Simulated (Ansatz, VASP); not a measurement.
## Two plane-wave programs on C

```
C
1.0
     2.45888    0.00000    0.00000
    -1.22944    2.12945    0.00000
     0.00000    0.00000    7.30703
C
4
Cartesian
  0.0000 0.0000 1.8268
  0.0000 0.0000 5.4803
  0.0000 1.4196 1.8268
  1.2294 0.7098 5.4803
```

Alike in both runs: functional PBEsol; k mesh 21 × 21 × 6; occupations gaussian, width 0.1 eV; no spin polarisation.

Ansatz relaxed the structure, and its values are those at the end. VASP's run is a single point on that final structure, the one shown.

|  | VASP | Ansatz |
| --- | --- | --- |
| version | VASP 6.6.1 | Ansatz 0.2.0 |
| potentials or method | VASP PAW PBE potentials, release 64 (C), cutoff 520 eV | scalar-relativistic, plane waves, PAW |
| valence electrons in the cell | 16 | 16 |

Ansatz gave:

```
gap on the k mesh at the Fermi level (eV) : none
pressure (GPa)                            : 0.0
```

**Question.** Which values does VASP return?

**Answer.** gap on the k mesh at the Fermi level (eV): none; pressure (GPa): 0.6.

VASP's potentials were made for PBE, not for PBEsol. A gap of «none» marks a metal or a gap that the smearing closes.
